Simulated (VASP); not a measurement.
# VO2 (P4_2/mnm) in VASP: single point with PBE

Aim: the single point of VO2 with PBE.

All numbers are computed with VASP 6.6.1; they aren't measurements. Logs are shortened: lines on timing, memory, paths and dates and some standing lists are left out, and cuts for length are marked.

### Step 1. The cell of the first run

The structure is tetragonal, space group P4_2/mnm (No. 136). The conventional cell has a = 4.462 Å, b = 4.462 Å, c = 2.795 Å, α = 90.00°, β = 90.00°, γ = 90.00°. Within 2.5 Å of V (site symmetry mmm) lie 6 O at 1.88 to 1.89 Å. Within 2.5 Å of O (site symmetry m2m) lie 3 V at 1.88 to 1.89 Å.

### Step 2. Single point, PBE, collinear spin, ferromagnetic start (volume scaled by 0.94, then relaxed in part)

Contents of INCAR:

```
SYSTEM = VO2
PREC     = Accurate       ! precision mode
ENCUT    = 600            ! plane-wave cutoff, eV
EDIFF    = 1E-6           ! SCF threshold, eV
ISMEAR   = -1             ! smearing method
SIGMA    = 0.05           ! smearing width, eV
LREAL    = .False.        ! projectors in reciprocal space
LASPH    = .True.         ! aspherical terms in the spheres
NELM     = 200            ! most SCF steps
ALGO     = Normal         ! electronic algorithm
ISIF     = 2              ! what is computed and relaxed
LWAVE    = .False.        ! write WAVECAR
LCHARG   = .True.         ! write CHGCAR
ISPIN    = 2              ! spin polarisation
MAGMOM   = 1 1 0 0 0 0    ! initial moments
LORBIT   = 11             ! projections on sites
LMAXMIX  = 4              ! l up to which the mixer works
GGA      = PE             ! functional
LVHAR    = .True.       
NBANDS   = 38             ! bands
GGA_COMPAT= .False.      
KPAR     = 4
```

Contents of KPOINTS:

```
Automatic mesh
0
Gamma
  10 10 16
  0 0 0
```

Contents of POSCAR:

```
VO2
1.0
    4.4616228908      0.0000000000      0.0000000000
    0.0000000000      4.4616228908      0.0000000000
    0.0000000000      0.0000000000      2.7945632509
V O
2 4
Direct
    0.0000000000      0.0000000000      0.0000000000
    0.5000000000      0.5000000000      0.5000000000
    0.2977903932      0.2977903932      0.0000000000
    0.2022096068      0.7977903932      0.5000000000
    0.7022096068      0.7022096068      0.0000000000
    0.7977903932      0.2022096068      0.5000000000
```

Potentials or basis: VASP PAW PBE potentials, release 64 (V_sv, O).

Started as:

```sh
$ cat potpaw_PBE.64/V_sv/POTCAR potpaw_PBE.64/O/POTCAR > POTCAR
$ mpirun -np 4 vasp_std > vasp.out
```

OUTCAR:

```text
SYSTEM = VO2
   PREC = Accurate
   ENCUT = 600
   EDIFF = 1E-6
   ISMEAR = -1
   LREAL = .False.
   LASPH = .True.
   NELM = 200
   ISIF = 2
   ISPIN = 2
   LORBIT = 11
   GGA = PE

 ion  position               nearest neighbor table
   1  0.000  0.000  0.000-   3 1.88   5 1.88   4 1.89   6 1.89   4 1.89   6 1.89
   2  0.500  0.500  0.500-   4 1.88   6 1.88   5 1.89   3 1.89   3 1.89   5 1.89
   3  0.298  0.298  0.000-   1 1.88   2 1.89   2 1.89
   4  0.202  0.798  0.500-   2 1.88   1 1.89   1 1.89
   5  0.702  0.702  0.000-   1 1.88   2 1.89   2 1.89
   6  0.798  0.202  0.500-   2 1.88   1 1.89   1 1.89

  LATTYP: Found a simple tetragonal cell.
 ALAT       =     4.4616228908
 C/A-ratio  =     0.6263557722

  Lattice vectors:

 A1 = (   4.4616228908,   0.0000000000,   0.0000000000)
 A2 = (   0.0000000000,   4.4616228908,   0.0000000000)
 A3 = (   0.0000000000,   0.0000000000,   2.7945632509)

Analysis of symmetry for initial positions (statically):
=====================================================================
 Subroutine PRICEL returns:
 Original cell was already a primitive cell.

 Routine SETGRP: Setting up the symmetry group for a
 simple tetragonal supercell.

 Subroutine GETGRP returns: Found 16 space group operations
 (whereof  8 operations were pure point group operations)
 out of a pool of 16 trial point group operations.

The static configuration has the point symmetry D_2h.
 The point group associated with its full space group is D_4h.

Analysis of symmetry for dynamics (positions and initial velocities):
=====================================================================
 Subroutine PRICEL returns:
 Original cell was already a primitive cell.

 Routine SETGRP: Setting up the symmetry group for a
 simple tetragonal supercell.

 Subroutine GETGRP returns: Found 16 space group operations
 (whereof  8 operations were pure point group operations)
 out of a pool of 16 trial point group operations.

The dynamic configuration has the point symmetry D_2h.
 The point group associated with its full space group is D_4h.

Analysis of structural, dynamic, and magnetic symmetry:
=====================================================================
 Subroutine PRICEL returns:
 Original cell was already a primitive cell.

 Routine SETGRP: Setting up the symmetry group for a
 simple tetragonal supercell.

 Subroutine GETGRP returns: Found 16 space group operations
 (whereof  8 operations were pure point group operations)
 out of a pool of 16 trial point group operations.

The overall configuration has the point symmetry D_2h.
 The point group associated with its full space group is D_4h.

 Subroutine INISYM returns: Found 16 space group operations
 (whereof  8 operations are pure point group operations),
 and found     1 'primitive' translations

----------------------------------------------------------------------------------------

                                     Primitive cell

  volume of cell :      55.6288

  direct lattice vectors                    reciprocal lattice vectors
     4.461622891  0.000000000  0.000000000     0.224133690  0.000000000  0.000000000
     0.000000000  4.461622891  0.000000000     0.000000000  0.224133690  0.000000000
     0.000000000  0.000000000  2.794563251     0.000000000  0.000000000  0.357837669

  length of vectors
     4.461622891  4.461622891  2.794563251     0.224133690  0.224133690  0.357837669

  position of ions in fractional coordinates (direct lattice)
     0.000000000  0.000000000  0.000000000
     0.500000000  0.500000000  0.500000000
     0.297790393  0.297790393  0.000000000
     0.202209607  0.797790393  0.500000000
     0.702209607  0.702209607  0.000000000
     0.797790393  0.202209607  0.500000000

  ion indices of the primitive-cell ions
   primitive index   ion index
                 1           1
                 2           2
                 3           3
                 4           4
                 5           5
                 6           6

[... 31 lines left out ...]
  0.300000  0.000000  0.000000      4.000000
  0.400000  0.000000  0.000000      4.000000
  0.500000  0.000000  0.000000      2.000000
[... 16 lines left out ...]
  0.100000  0.000000  0.062500      8.000000
  0.200000  0.000000  0.062500      8.000000
 [... further k-points ...]
   k-points           NKPTS =    189   k-points in BZ     NKDIM =    189   number of bands    NBANDS=     38
   number of dos      NEDOS =    301   number of ions     NIONS =      6
   total plane-waves  NPLWV =  31104
   dimension x,y,z NGX =    36 NGY =   36 NGZ =   24
   dimension x,y,z NGXF=    72 NGYF=   72 NGZF=   48
   ions per type =               2   4
   NGX,Y,Z   is equivalent  to a cutoff of  13.41, 13.41, 14.28 a.u.
   NGXF,Y,Z  is equivalent  to a cutoff of  26.83, 26.83, 28.55 a.u.
 SYSTEM =  VO2
   PREC   = accura    normal or accurate (medium, high low for compatibility)
   ISTART =      0    job   : 0-new  1-cont  2-samecut
   ICHARG =      2    charge: 1-file 2-atom 10-const
   ISPIN  =      2    spin polarized calculation?
   LNONCOLLINEAR =      F non collinear calculations
   LSORBIT =      F    spin-orbit coupling
   LASPH  =      T    aspherical Exc in radial PAW
   ENCUT  =  600.0 eV  44.10 Ry    6.64 a.u.   8.91  8.91  5.58*2*pi/ulx,y,z
   NELM   =    200;   NELMIN=  2; NELMDL= -5     # of ELM steps
   EDIFF  = 0.1E-05   stopping-criterion for ELM
   LREAL  =      F    real-space projection
   EDIFFG = 0.1E-04   stopping-criterion for IOM
   NSW    =      0    number of steps for IOM
   IBRION =     -1    ionic relax: 0-MD 1-quasi-New 2-CG
   NFREE  =      0    steps in history (QN), initial steepest desc. (CG)
   ISIF   =      2    stress and relaxation
   ISYM   =      2    0-nonsym 1-usesym 2-fastsym
   POTIM  = 0.5000    time-step for ionic-motion
   TEBEG  =    0.0;   TEEND  =   0.0 temperature during run
   PSTRESS=    0.0 pullay stress
   NELECT =      50.0000    total number of electrons
   NUPDOWN=      -1.0000    fix difference up-down
   EMIN   =  10.00;   EMAX   =-10.00  energy-range for DOS
   EFERMI =   0.00;   METHOD = LEGACY
   ISMEAR =    -1;   SIGMA  =   0.05  broadening in eV -4-tet -1-fermi 0-gaus
   EFERMI_NEDOS =   21; number of points for ismear=-14 and -15
   IALGO  =     38    algorithm
   IMIX   =      4    mixing-type and parameters
     AMIX     =   0.40;   BMIX     =  1.00
     AMIX_MAG =   1.60;   BMIX_MAG =  1.00
  volume/ion in A,a.u.               =       9.27        62.57
  Fermi-wavevector in a.u.,A,eV,Ry     =   1.579907  2.985592 33.961599  2.496107
  Thomas-Fermi vector in A             =   2.680215
   LORBIT       =     11    0 simple, 1 ext, 2 COOP (PROOUT), +10 PAW based schemes
   GGA     = PE    functional components
   LHFCALC =     F    Hartree Fock is set to
   AEXX    =    0.0000 exact exchange contribution
   IVDW    =     0    specifies the selected vdW correction
   LEPSILON=     F    determine dielectric tensor
   LRPA    =     F    only Hartree local field effects (RPA)
 spin polarized calculation
  energy-cutoff  :      600.00
  volume of cell :       55.63
 maximum number of plane-waves:      1880
 NGX is ok and might be reduce to    36
   NGX = 17   NGY = 17   NGZ = 11

 number of electron      50.0000026 magnetization       1.9895928

 Free energy of the ion-electron system (eV)
  ---------------------------------------------------
  ext. energy  EPLUGINS =         0.00000000
  ---------------------------------------------------
  free energy    TOTEN  =       -51.72894090 eV

  energy without entropy =      -51.70644021  energy(sigma->0) =      -51.71769056

 E-fermi :   7.1391     XC(G=0): -12.1128

 val. band max:        7.1378236282   @ k =   0.4000   0.1000   0.2500
 cond. band min:       7.1405505164   @ k =   0.0000   0.0000   0.1250
 fundamental gap:      0.0027268883
 Fermi energy:         7.1391475009

 spin component 1

 k-point     1 :       0.0000    0.0000    0.0000
  band No.  band energies     occupation
      1     -58.9520      1.00000
      2     -58.9389      1.00000
      3     -32.8352      1.00000
      4     -32.8352      1.00000
      5     -32.7191      1.00000
      6     -32.7191      1.00000
[... 949 lines left out ...]
     36      17.9594      0.00000
     37      18.2912      0.00000

 [... further k-points ...]

 spin component 2

 k-point     1 :       0.0000    0.0000    0.0000
  band No.  band energies     occupation
      1     -57.8829      1.00000
      2     -57.8690      1.00000
      3     -31.7894      1.00000
      4     -31.7894      1.00000
      5     -31.6676      1.00000
      6     -31.6564      1.00000
[... 949 lines left out ...]
     36      18.1885      0.00000
     37      18.5707      0.00000

 [... further k-points ...]

 [bands above 37 left out]

------------------------ aborting loop because EDIFF is reached ----------------------------------------

  FORCE on cell =-STRESS in cart. coord.  units (eV):
  Direction    XX          YY          ZZ          XY          YZ          ZX
  --------------------------------------------------------------------------------------
  -------------------------------------------------------------------------------------
  Total        6.9606888      6.9606888      6.3573322      0.0000000      0.0000000      0.0000000
  in kB      200.4763467    200.4763467    183.0989391      0.0000000      0.0000000      0.0000000
  external PRESSURE =     194.6838775 kB  Pullay stress =       0.0000000 kB

 VOLUME and BASIS-vectors are now :
 -----------------------------------------------------------------------------
  energy-cutoff  :      600.00
  volume of cell :       55.63
      direct lattice vectors                 reciprocal lattice vectors
     4.461622891  0.000000000  0.000000000     0.224133690  0.000000000  0.000000000
     0.000000000  4.461622891  0.000000000     0.000000000  0.224133690  0.000000000
     0.000000000  0.000000000  2.794563251     0.000000000  0.000000000  0.357837669

 POSITION                                       TOTAL-FORCE (eV/Angst)
 -----------------------------------------------------------------------------------
      0.00000      0.00000      0.00000         0.000000      0.000000      0.000000
      2.23081      2.23081      1.39728         0.000000      0.000000      0.000000
      1.32863      1.32863      0.00000        -0.018391     -0.018391      0.000000
      0.90218      3.55944      1.39728         0.018391     -0.018391      0.000000
      3.13299      3.13299      0.00000         0.018391      0.018391     -0.000000
      3.55944      0.90218      1.39728        -0.018391      0.018391      0.000000
 -----------------------------------------------------------------------------------
    total drift:                                0.000000      0.000000     -0.000000

  FREE ENERGIE OF THE ION-ELECTRON SYSTEM (eV)
  ---------------------------------------------------
  free  energy   TOTEN  =       -51.7289409046 eV

  energy  without entropy=      -51.7064402122  energy(sigma->0) =      -51.71769056

 total charge

# of ion       s       p       d       tot
------------------------------------------
    1        2.306   6.384   2.997  11.686
    2        2.306   6.384   2.997  11.686
    3        1.573   3.514   0.000   5.087
    4        1.573   3.514   0.000   5.087
    5        1.573   3.514   0.000   5.087
    6        1.573   3.514   0.000   5.087
--------------------------------------------------
tot         10.903  26.826   5.993  43.722

 magnetization (x)

# of ion       s       p       d       tot
------------------------------------------
    1        0.013   0.013   0.995   1.022
    2        0.013   0.013   0.995   1.022
    3       -0.002  -0.040   0.000  -0.041
    4       -0.002  -0.040   0.000  -0.041
    5       -0.002  -0.040   0.000  -0.041
    6       -0.002  -0.040   0.000  -0.041
--------------------------------------------------
tot          0.019  -0.131   1.990   1.878
```

It took 3.1 min on 4 MPI ranks of AMD EPYC 7R13 (Zen 3), shared host; peak memory 0.67 GiB.

What came out:

- Free energy: -51.7289 eV
- Pressure: 19.5 GPa
- Largest force: 0.026 eV/Å
- Band gap on the k mesh: zero (filled and empty bands overlap)
- Net moment: 1.99 μB per cell
- Site moments: V +1.02; O -0.04 μB
- Valence electrons inside the program's atomic spheres: V 11.69; O 5.09

Forces on the atoms (eV/Å):
```
V    0.000  0.000  0.000
V    0.000  0.000  0.000
O   -0.018 -0.018  0.000
O    0.018 -0.018  0.000
O    0.018  0.018  0.000
O   -0.018  0.018  0.000
```

Caveat: semilocal functionals often make such compounds metallic where correlation or magnetic order opens a gap, which also shifts bond lengths.
